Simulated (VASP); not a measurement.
Runs of VASP 6.6.1 on GeB2C3. The structure is that of space group P6/mmm (No. 191), or close to it. The cells are those of the table. 

| task | cell | k mesh | cutoff (eV) | gap on the mesh (eV) | pressure (GPa) |
| --- | --- | --- | --- | --- | --- |
| single point | a = 4.933, b = 4.933, c = 4.157 Å, angles 90.0, 90.0, 120.0°, 6 atoms | 6 × 6 × 4 | 520 | none | (a) |
| single point | a = 3.771, b = 3.771, c = 3.781 Å, angles 90.0, 90.0, 120.0°, 6 atoms | 12 × 12 × 10 | 520 | none | 0.1 |
| relaxation of cell and atoms | relaxed from a = 4.933, b = 4.933, c = 4.157 Å, angles 90.0, 90.0, 120.0°, 6 atoms | 6 × 6 × 4 | 600 | none | -0.2 |
| single point | a = 3.772, b = 3.772, c = 3.790 Å, angles 90.0, 90.0, 120.0°, 6 atoms | 6 × 6 × 4 | 520 | none | -0.3 |

Alike in all rows: level PBE; potentials or basis VASP PAW PBE potentials, release 64 (Ge_d, B, C); no spin polarisation; smearing gaussian 0.1 eV.

**Question.** Fill in the values left out.

**Answer.** (a) -29.2.

Caveats: some runs use coarse meshes.

A k mesh can miss the band edges, and the runs leave out spin-orbit coupling on Ge.

A gap of «none» marks levels without a gap at the run's occupations.
